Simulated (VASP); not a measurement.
# SiC (P6_3mc) in VASP: notebook

Runs on SiC. Level: PBEsol. Tasks: single point.

Program: VASP 6.6.1. These are calculated values, not measurements. Logs are shortened: lines on timing, memory, paths and dates and some standing lists are left out, and cuts for length are marked.

## (1) The cell of the first run

The structure is hexagonal, space group P6_3mc (No. 186). Conventional cell: a = 2.934 Å, b = 2.934 Å, c = 9.270 Å, α = 90.00°, β = 90.00°, γ = 120.00°. Within 2.3 Å of Si (site symmetry 3m) lie 4 C at 1.74 to 1.79 Å. Si (site symmetry 3m) has 4 C at 1.74 to 1.79 Å within 2.3 Å. Within 2.3 Å of C (site symmetry 3m) lie 4 Si at 1.74 to 1.79 Å. C (site symmetry 3m) has 4 Si at 1.74 to 1.79 Å within 2.3 Å.

## (2) Single point, PBEsol

INCAR reads:

```
SYSTEM = SiC
ALGO = Normal
EDIFF = 1E-6
ENCUT = 520
GGA = PS
ISIF = 2
ISMEAR = 0
LASPH = .True.
LCHARG = .True.
LELF = .True.
LREAL = .False.
LVHAR = .True.
LWAVE = .False.
NBANDS = 26
NELM = 80
PREC = Accurate
SIGMA = 0.05
```

KPOINTS reads:

```
k-points
0
Gamma
  12 12 4
  0 0 0
```

POSCAR reads:

```
SiC
1.0
    2.9344000000      0.0000000000      0.0000000000
   -1.4672000000      2.5412649449      0.0000000000
    0.0000000000      0.0000000000      9.2697000000
Si C
4 4
Direct
    0.6666666667      0.3333333333      0.9378278494
    0.3333333333      0.6666666667      0.4378278494
    0.0000000000      0.0000000000      0.6878973398
    0.0000000000      0.0000000000      0.1878973398
    0.6666666667      0.3333333333      0.7498191768
    0.3333333333      0.6666666667      0.2498191768
    0.0000000000      0.0000000000      0.5004546340
    0.0000000000      0.0000000000      0.0004546340
```

Potentials or basis: VASP PAW PBE potentials, release 64 (Si, C).

On the command line:

```sh
$ cat potpaw_PBE.64/Si/POTCAR potpaw_PBE.64/C/POTCAR > POTCAR
$ mpirun -np 1 vasp_std > vasp.out
```

OUTCAR:

```text
SYSTEM = SiC
   EDIFF = 1E-6
   ENCUT = 520
   GGA = PS
   ISIF = 2
   ISMEAR = 0
   LASPH = .True.
   LREAL = .False.
   NELM = 80
   PREC = Accurate

 ion  position               nearest neighbor table
   1  0.667  0.333  0.938-   5 1.74   8 1.79   8 1.79   8 1.79   3 2.87   3 2.87   3 2.87   4 2.87
                             4 2.87   4 2.87
   2  0.333  0.667  0.438-   6 1.74   7 1.79   7 1.79   7 1.79   4 2.87   4 2.87   4 2.87   3 2.87
                             3 2.87   3 2.87
   3  0.000  0.000  0.688-   7 1.74   5 1.79   5 1.79   5 1.79   1 2.87   1 2.87   1 2.87   2 2.87
                             2 2.87   2 2.87
   4  0.000  0.000  0.188-   8 1.74   6 1.79   6 1.79   6 1.79   2 2.87   2 2.87   2 2.87   1 2.87
                             1 2.87   1 2.87
   5  0.667  0.333  0.750-   1 1.74   3 1.79   3 1.79   3 1.79
   6  0.333  0.667  0.250-   2 1.74   4 1.79   4 1.79   4 1.79
   7  0.000  0.000  0.500-   3 1.74   2 1.79   2 1.79   2 1.79
   8  0.000  0.000  0.000-   4 1.74   1 1.79   1 1.79   1 1.79

  LATTYP: Found a hexagonal cell.
 ALAT       =     2.9344000000
 C/A-ratio  =     3.1589762814

  Lattice vectors:

 A1 = (   2.9344000000,   0.0000000000,   0.0000000000)
 A2 = (  -1.4672000000,   2.5412649449,   0.0000000000)
 A3 = (   0.0000000000,   0.0000000000,   9.2697000000)

Analysis of symmetry for initial positions (statically):
=====================================================================
 Subroutine PRICEL returns:
 Original cell was already a primitive cell.

 Routine SETGRP: Setting up the symmetry group for a
 hexagonal supercell.

 Subroutine GETGRP returns: Found 12 space group operations
 (whereof  6 operations were pure point group operations)
 out of a pool of 24 trial point group operations.

The static configuration has the point symmetry C_3v.
 The point group associated with its full space group is C_6v.

Analysis of symmetry for dynamics (positions and initial velocities):
=====================================================================
 Subroutine PRICEL returns:
 Original cell was already a primitive cell.

 Routine SETGRP: Setting up the symmetry group for a
 hexagonal supercell.

 Subroutine GETGRP returns: Found 12 space group operations
 (whereof  6 operations were pure point group operations)
 out of a pool of 24 trial point group operations.

The dynamic configuration has the point symmetry C_3v.
 The point group associated with its full space group is C_6v.

 Subroutine INISYM returns: Found 12 space group operations
 (whereof  6 operations are pure point group operations),
 and found     1 'primitive' translations

----------------------------------------------------------------------------------------

                                     Primitive cell

  volume of cell :      69.1250

  direct lattice vectors                    reciprocal lattice vectors
     2.934400000  0.000000000  0.000000000     0.340785169  0.196752409  0.000000000
    -1.467200000  2.541264945  0.000000000     0.000000000  0.393504818  0.000000000
     0.000000000  0.000000000  9.269700000     0.000000000  0.000000000  0.107878356

  length of vectors
     2.934400000  2.934400000  9.269700000     0.393504818  0.393504818  0.107878356

  position of ions in fractional coordinates (direct lattice)
     0.666666667  0.333333333  0.937827849
     0.333333333  0.666666667  0.437827849
     0.000000000  0.000000000  0.687897340
     0.000000000  0.000000000  0.187897340
     0.666666667  0.333333333  0.749819177
     0.333333333  0.666666667  0.249819177
     0.000000000  0.000000000  0.500454634
     0.000000000  0.000000000  0.000454634

  ion indices of the primitive-cell ions
   primitive index   ion index
                 1           1
                 2           2
                 3           3
                 4           4
                 5           5
                 6           6
                 7           7
                 8           8

----------------------------------------------------------------------------------------

 KPOINTS: k-points

Automatic generation of k-mesh.
 Grid dimensions read from file:
 generate k-points for:   12   12    4

 Generating k-lattice:

  Cartesian coordinates                     Fractional coordinates (reciprocal lattice)
     0.028398764  0.016396034  0.000000000     0.083333333  0.000000000  0.000000000
     0.000000000  0.032792068  0.000000000     0.000000000  0.083333333  0.000000000
     0.000000000  0.000000000  0.026969589     0.000000000  0.000000000  0.250000000

  Length of vectors
     0.032792068  0.032792068  0.026969589

  Shift w.r.t. Gamma in fractional coordinates (k-lattice)
     0.000000000  0.000000000  0.000000000

 Subroutine IBZKPT returns following result:
 ===========================================

 Found     57 irreducible k-points:

 Following reciprocal coordinates:
            Coordinates               Weight
[... 86 lines left out ...]
      1      -6.7172      2.00000
      2      -5.2898      2.00000
      3      -5.2208      2.00000
      4      -2.0656      2.00000
      5       0.6411      2.00000
      6       5.8553      2.00000
[... 18 lines left out ...]
     25      19.0922      0.00000
     26      19.0922      0.00000

 k-point     2 :       0.0833    0.0000    0.0000
  band No.  band energies     occupation
      1      -6.5817      2.00000
      2      -5.1587      2.00000
      3      -5.0890      2.00000
      4      -1.9556      2.00000
      5       0.7717      2.00000
      6       5.8863      2.00000
[... 18 lines left out ...]
     25      19.3541      0.00000
     26      19.3860      0.00000

 k-point     3 :       0.1667    0.0000    0.0000
  band No.  band energies     occupation
      1      -6.1783      2.00000
      2      -4.7694      2.00000
      3      -4.6974      2.00000
      4      -1.6362      2.00000
      5       1.1578      2.00000
      6       5.7540      2.00000
[... 18 lines left out ...]
     25      19.4139      0.00000
     26      19.5251      0.00000

 k-point     4 :       0.2500    0.0000    0.0000
  band No.  band energies     occupation
      1      -5.5164      2.00000
      2      -4.1361      2.00000
      3      -4.0593      2.00000
      4      -1.1531      2.00000
      5       1.7730      2.00000
      6       4.3639      2.00000
[... 18 lines left out ...]
     25      20.2499      0.00000
     26      20.6379      0.00000

 k-point     5 :       0.3333    0.0000    0.0000
  band No.  band energies     occupation
      1      -4.6187      2.00000
      2      -3.2968      2.00000
      3      -3.2102      2.00000
      4      -0.6676      2.00000
      5       2.3846      2.00000
      6       2.7746      2.00000
[... 18 lines left out ...]
     25      20.5101      0.00000
     26      21.4060      0.00000

 k-point     6 :       0.4167    0.0000    0.0000
  band No.  band energies     occupation
      1      -3.5492      2.00000
      2      -2.3916      2.00000
      3      -2.2747      2.00000
      4      -0.6814      2.00000
      5       1.3656      2.00000
      6       1.8314      2.00000
[... 427 lines left out ...]
 k-point    21 :       0.0833    0.0000    0.2500
  band No.  band energies     occupation
      1      -6.4892      2.00000
      2      -5.7556      2.00000
      3      -4.3329      2.00000
      4      -2.4769      2.00000
      5       1.4278      2.00000
      6       4.3140      2.00000
[... 18 lines left out ...]
     25      19.2361      0.00000
     26      19.3281      0.00000

 k-point    22 :       0.1667    0.0000    0.2500
  band No.  band energies     occupation
      1      -6.0864      2.00000
      2      -5.3590      2.00000
      3      -3.9518      2.00000
      4      -2.1345      2.00000
      5       1.7782      2.00000
      6       4.4780      2.00000
[... 18 lines left out ...]
     25      19.3323      0.00000
     26      19.6042      0.00000

 k-point    23 :       0.2500    0.0000    0.2500
  band No.  band energies     occupation
      1      -5.4259      2.00000
      2      -4.7108      2.00000
      3      -3.3356      2.00000
      4      -1.6028      2.00000
      5       2.2939      2.00000
      6       4.1623      2.00000
[... 18 lines left out ...]
     25      20.2067      0.00000
     26      20.2703      0.00000

 k-point    24 :       0.3333    0.0000    0.2500
  band No.  band energies     occupation
      1      -4.5310      2.00000
      2      -3.8405      2.00000
      3      -2.5348      2.00000
      4      -1.0074      2.00000
      5       2.3557      2.00000
      6       2.8840      2.00000
[... 18 lines left out ...]
     25      20.2037      0.00000
     26      20.6031      0.00000

 [... further k-points ...]
[... 5 lines left out ...]
  --------------------------------------------------------------------------------------
  -------------------------------------------------------------------------------------
  Total       20.0309507     20.0309507     33.5261496      0.0000000      0.0000000      0.0000000
  in kB      464.2770383    464.2770383    777.0685329      0.0000000      0.0000000      0.0000000
  external PRESSURE =     568.5408698 kB  Pullay stress =       0.0000000 kB

 VOLUME and BASIS-vectors are now :
 -----------------------------------------------------------------------------
  energy-cutoff  :      520.00
  volume of cell :       69.12
      direct lattice vectors                 reciprocal lattice vectors
     2.934400000  0.000000000  0.000000000     0.340785169  0.196752409  0.000000000
    -1.467200000  2.541264945  0.000000000     0.000000000  0.393504818  0.000000000
     0.000000000  0.000000000  9.269700000     0.000000000  0.000000000  0.107878356

 POSITION                                       TOTAL-FORCE (eV/Angst)
 -----------------------------------------------------------------------------------
      1.46720      0.84709      8.69338        -0.000000      0.000000      0.813480
     -0.00000      1.69418      4.05853         0.000000     -0.000000      0.813480
      0.00000      0.00000      6.37660        -0.000000      0.000000      1.027956
      0.00000      0.00000      1.74175        -0.000000     -0.000000      1.027956
      1.46720      0.84709      6.95060         0.000000      0.000000     -0.925643
     -0.00000      1.69418      2.31575        -0.000000      0.000000     -0.925643
      0.00000      0.00000      4.63906        -0.000000      0.000000     -0.915793
      0.00000      0.00000      0.00421         0.000000     -0.000000     -0.915793
 -----------------------------------------------------------------------------------
    total drift:                               -0.000000     -0.000000     -0.000947

  FREE ENERGIE OF THE ION-ELECTRON SYSTEM (eV)
  ---------------------------------------------------
  free  energy   TOTEN  =       -61.4271346576 eV

  energy  without entropy=      -61.4271346576  energy(sigma->0) =      -61.42713466
```

Run time: 93 s. Hardware: 1 thread of Intel Xeon Platinum 8488C (Sapphire Rapids), shared host; peak memory 0.22 GiB.

Results:

```
Free energy            : -61.4271 eV
Pressure               : 56.9 GPa
Largest force          : 1.028 eV/Å
Band gap on the k mesh : 2.08 eV, indirect (least direct gap 3.31 eV)
```

Forces on the atoms (eV/Å):
```
Si   0.000  0.000  0.813
Si   0.000  0.000  0.813
Si   0.000  0.000  1.028
Si   0.000  0.000  1.028
C    0.000  0.000 -0.926
C    0.000  0.000 -0.926
C    0.000  0.000 -0.916
C    0.000  0.000 -0.916
```

Levels at points of the mesh, in eV from the valence-band top:
| k point | band 14 | band 15 | band 16 | band 17 | band 18 | band 19 |
| --- | --- | --- | --- | --- | --- | --- |
| (0.00, 0.00, 0.00) | -0.21 | -0.21 | 0.00 | 5.93 | 6.58 | 7.32 |
| (0.50, 0.00, 0.00) | -2.35 | -1.68 | -1.24 | 2.08 | 2.08 | 4.38 |
| (0.00, 0.00, 0.50) | -0.46 | -0.46 | -0.46 | 6.17 | 6.17 | 7.58 |
| (0.50, 0.00, 0.50) | -2.82 | -1.82 | -1.82 | 2.41 | 2.41 | 4.49 |

Caveat: the PAW data sets were made with another functional, which shifts forces and pressure a little.

## (3) Single point, PBEsol

This run uses another cell than the first one, of 8.70 Å³/atom, 1.007 times its volume.

INCAR reads:

```
  ALGO = Normal
  EDIFF = 1E-6
  ENCUT = 520
  GGA = PS
  ISIF = 2
  ISMEAR = 0
  LASPH = True
  LCHARG = False
  LREAL = False
  LWAVE = False
  NBANDS = 26
  NELM = 100
  PREC = Accurate
  SIGMA = 0.05
```

KPOINTS reads:

```
k-points
0
Gamma
  12 12 4
```

Edit POSCAR of step 2 so:

```diff
@@ -2,5 +2,5 @@
 1.0
-    2.9344000000      0.0000000000      0.0000000000
-   -1.4672000000      2.5412649449      0.0000000000
-    0.0000000000      0.0000000000      9.2697000000
+    2.8626000000      0.0000000000      0.0000000000
+   -1.4313000000      2.4790843209      0.0000000000
+    0.0000000000      0.0000000000      9.8071000000
 Si C
```

Potentials or basis: VASP PAW PBE potentials, release 64 (Si, C).

On the command line:

```sh
$ cat potpaw_PBE.64/Si/POTCAR potpaw_PBE.64/C/POTCAR > POTCAR
$ mpirun -np 1 vasp_std > vasp.out
```

It took 1.7 min on 1 thread of Intel Xeon Platinum 8488C (Sapphire Rapids), shared host; peak memory 0.23 GiB.

It converged, with:

```yaml
Free_energy: -61.4811 eV
Pressure: 54.7 GPa
Largest_force: 0.960 eV/Å
Band_gap_on_the_k_mesh: 1.84 eV, indirect (least direct gap 3.15 eV)
```

Forces in eV/Å, atoms in the order of the input:
```
Si   0.000  0.000 -0.930
Si   0.000  0.000 -0.930
Si   0.000  0.000 -0.924
Si   0.000  0.000 -0.924
C    0.000  0.000  0.960
C    0.000  0.000  0.960
C    0.000  0.000  0.894
C    0.000  0.000  0.894
```

Stress tensor (GPa, compression positive):
```
67.57  0.00  0.00
 0.00 67.57  0.00
 0.00  0.00 28.91
```

Levels at points of the mesh, in eV from the valence-band top:
```tsv
k point	band 13	band 14	band 15	band 16	band 17	band 18	band 19	band 20
(0.00, 0.00, 0.00)	-0.49	-0.46	0.00	0.00	6.69	7.29	7.64	8.12
(0.50, 0.00, 0.00)	-2.57	-2.55	-1.99	-1.32	1.84	2.42	4.69	5.23
(0.00, 0.00, 0.50)	-0.17	-0.17	-0.17	-0.17	7.37	7.37	7.87	7.87
(0.50, 0.00, 0.50)	-2.99	-2.99	-1.74	-1.74	2.55	2.55	4.37	4.37
```

Caveat: the PAW data sets were made with another functional, which shifts forces and pressure a little.

## (4) Single point, PBEsol

This run uses another cell than the first one, of 8.89 Å³/atom, 1.029 times its volume.

INCAR reads:

```
ALGO = Normal
EDIFF = 1E-7
ENCUT = 520
GGA = PS
ISIF = 2
ISMEAR = 0
LASPH = T
LCHARG = F
LREAL = F
LWAVE = F
NBANDS = 26
NELM = 80
PREC = Accurate
SIGMA = 0.05
```

KPOINTS is that of step 3.

Edit POSCAR of step 3 so:

```diff
@@ -2,5 +2,5 @@
 1.0
-    2.8626000000      0.0000000000      0.0000000000
-   -1.4313000000      2.4790843209      0.0000000000
-    0.0000000000      0.0000000000      9.8071000000
+    2.9344000000      0.0000000000      0.0000000000
+   -1.4672000000      2.5412649449      0.0000000000
+    0.0000000000      0.0000000000      9.5384000000
 Si C
```

On the command line:

```sh
$ cat potpaw_PBE.64/Si/POTCAR potpaw_PBE.64/C/POTCAR > POTCAR
$ mpirun -np 1 vasp_std > vasp.out
```

Wall time 1.8 min (1 thread of Intel Xeon Platinum 8488C (Sapphire Rapids), shared host); peak memory 0.22 GiB.

The run converged. Its results:

- Free energy: -62.2108 eV
- Pressure: 45.0 GPa
- Largest force: 0.197 eV/Å
- Band gap on the k mesh: 2.16 eV, indirect (least direct gap 3.29 eV)

Forces in eV/Å, atoms in the order of the input:
```
Si   0.000  0.000  0.090
Si   0.000  0.000  0.090
Si   0.000  0.000  0.197
Si   0.000  0.000  0.197
C    0.000  0.000 -0.137
C    0.000  0.000 -0.137
C    0.000  0.000 -0.151
C    0.000  0.000 -0.151
```

Stress tensor (GPa, compression positive):
```
43.32  0.00  0.00
 0.00 43.32  0.00
 0.00  0.00 48.46
```

Levels at points of the mesh, in eV from the valence-band top:
```tsv
k point	band 12	band 13	band 14	band 15	band 16	band 17	band 18	band 19	band 20	band 21
(0.00, 0.00, 0.00)	-0.61	-0.61	0.00	0.00	0.00	6.29	6.86	7.55	7.61	7.61
(0.50, 0.00, 0.00)	-2.62	-2.57	-2.34	-1.65	-1.13	2.16	2.34	4.54	5.59	5.92
(0.00, 0.00, 0.50)	-1.11	-0.22	-0.22	-0.22	-0.22	6.50	6.50	7.82	7.82	7.82
(0.50, 0.00, 0.50)	-3.33	-2.71	-2.71	-1.64	-1.64	2.62	2.62	4.50	4.50	7.09
```

Caveat: the PAW data sets were made with another functional, which shifts forces and pressure a little.

## (5) Single point, PBEsol

This run uses another cell than the first one, of 8.94 Å³/atom, 1.034 times its volume.

INCAR reads:

```
SYSTEM = SiC
PREC = Accurate
ENCUT = 520
EDIFF = 1E-6
ISMEAR = 0
SIGMA = 0.05
LREAL = .FALSE.
LASPH = .TRUE.
NELM = 100
ALGO = Normal
ISIF = 2
LWAVE = .FALSE.
LCHARG = .FALSE.
GGA = PS
NBANDS = 26
```

KPOINTS reads:

```
Automatic mesh
0
G
  12 12 4
  0 0 0
```

Edit POSCAR of step 4 so:

```diff
@@ -2,5 +2,5 @@
 1.0
-    2.9344000000      0.0000000000      0.0000000000
-   -1.4672000000      2.5412649449      0.0000000000
-    0.0000000000      0.0000000000      9.5384000000
+    2.8626000000      0.0000000000      0.0000000000
+   -1.4313000000      2.4790843209      0.0000000000
+    0.0000000000      0.0000000000     10.0758090153
 Si C
```

On the command line:

```sh
$ cat potpaw_PBE.64/Si/POTCAR potpaw_PBE.64/C/POTCAR > POTCAR
$ mpirun -np 1 vasp_std > vasp.out
```

Wall time 2.1 min (1 thread of Intel Xeon Platinum 8488C (Sapphire Rapids), shared host); peak memory 0.23 GiB.

Results (log left out):

| Property | Result |
| --- | --- |
| Free energy | -61.6979 eV |
| Pressure | 45.3 GPa |
| Largest force | 1.242 eV/Å |
| Band gap on the k mesh | 1.65 eV, indirect (least direct gap 3.05 eV) |

Forces on the atoms (eV/Å):
```
Si   0.000  0.000 -1.177
Si   0.000  0.000 -1.177
Si   0.000  0.000 -1.227
Si   0.000  0.000 -1.227
C    0.000  0.000  1.242
C    0.000  0.000  1.242
C    0.000  0.000  1.162
C    0.000  0.000  1.162
```

Stress tensor (GPa, compression positive):
```
63.97  0.00  0.00
 0.00 63.97  0.00
 0.00  0.00  8.09
```

Levels at points of the mesh, in eV from the valence-band top:
```tsv
k point	band 14	band 15	band 16	band 17	band 18	band 19
(0.00, 0.00, 0.00)	-0.44	0.00	0.00	5.62	7.40	7.64
(0.50, 0.00, 0.00)	-2.49	-2.12	-1.40	1.65	2.36	4.65
(0.00, 0.00, 0.50)	-0.15	-0.15	-0.15	6.99	6.99	7.58
(0.50, 0.00, 0.50)	-3.06	-1.77	-1.77	2.45	2.45	4.24
```

Caveat: the PAW data sets were made with another functional, which shifts forces and pressure a little.

## (6) The runs side by side

```csv
cell,gap on the mesh (eV),pressure (GPa),largest force (eV/Å)
"a = 2.934, b = 2.934, c = 9.270 Å, angles 90.0, 90.0, 120.0°, 8 atoms",2.08,56.9,1.03
"a = 2.863, b = 2.863, c = 9.807 Å, angles 90.0, 90.0, 120.0°, 8 atoms",1.84,54.7,0.96
"a = 2.934, b = 2.934, c = 9.538 Å, angles 90.0, 90.0, 120.0°, 8 atoms",2.16,45.0,0.20
"a = 2.863, b = 2.863, c = 10.076 Å, angles 90.0, 90.0, 120.0°, 8 atoms",1.65,45.3,1.24
```

Alike in all rows: task single point; level PBEsol; potentials or basis VASP PAW PBE potentials, release 64 (Si, C); no spin polarisation; k mesh 12 × 12 × 4; cutoff (eV) 520; smearing gaussian 0.05 eV.

Caveats: the PAW data sets were made with another functional, which shifts forces and pressure a little.

Absolute energies hang on the potentials; compare differences alone.
